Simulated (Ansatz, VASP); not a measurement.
## One calculation of CdSe, two programs

INCAR

```
ALGO = Normal ; EDIFF = 1E-7
ENCUT = 520 ; GGA = RE
ISIF = 2 ; ISMEAR = 0
LASPH = True ; LCHARG = False
LREAL = False ; LWAVE = False
NBANDS = 16 ; NELM = 80
PREC = Accurate ; SIGMA = 0.01
```

The input KPOINTS:

```
k-points
0
Gamma
  6 6 6
```

POSCAR

```
CdSe
1.0
    0.0000000000      3.0702712000      3.0702712000
    3.0702712000      0.0000000000      3.0702712000
    3.0702712000      3.0702712000      0.0000000000
Cd Se
1 1
Direct
    0.0000000000      0.0000000000      0.0000000000
    0.7500000000      0.7500000000      0.7500000000
```

Input for Ansatz:

```yaml
crystal:
  lattice:
    - [0.0, 3.0702712, 3.0702712]
    - [3.0702712, 0.0, 3.0702712]
    - [3.0702712, 3.0702712, 0.0]
  atoms:
    - { symbol: Cd, position: [0.0, 0.0, 0.0] }
    - { symbol: Se, position: [0.75, 0.75, 0.75] }
basis:
  ecutwfc: 476.19925930478996
kpoints:
  mp_grid:
    grid: [6, 6, 6]
hamiltonian:
  xc: revpbe
scf:
  convergence:
    dr2_threshold: 1.0e-10
  occupations:
    method: fixed
output:
  forces: true
  stress: true
```

Alike in both runs: task single point; functional revPBE; k mesh 6 × 6 × 6; no spin polarisation.

|  | VASP | Ansatz |
| --- | --- | --- |
| version | VASP 6.6.1 | Ansatz 0.2.0 |
| potentials or method | VASP PAW PBE potentials, release 64 (Cd, Se), cutoff 520 eV | plane waves, PAW |
| occupations | gaussian, width 0.01 eV | fixed |
| valence electrons in the cell | 18 | 36 |

VASP gave:

```
pressure (GPa) : 3.0
```

**Question.** Which values does Ansatz return?

**Answer.** Pressure (GPa): 2.7.

VASP's potentials were made for PBE, not for revPBE. VASP's potentials hold 18 valence electrons a cell and Ansatz's 36, so a difference there can come from the potentials and not from the codes.
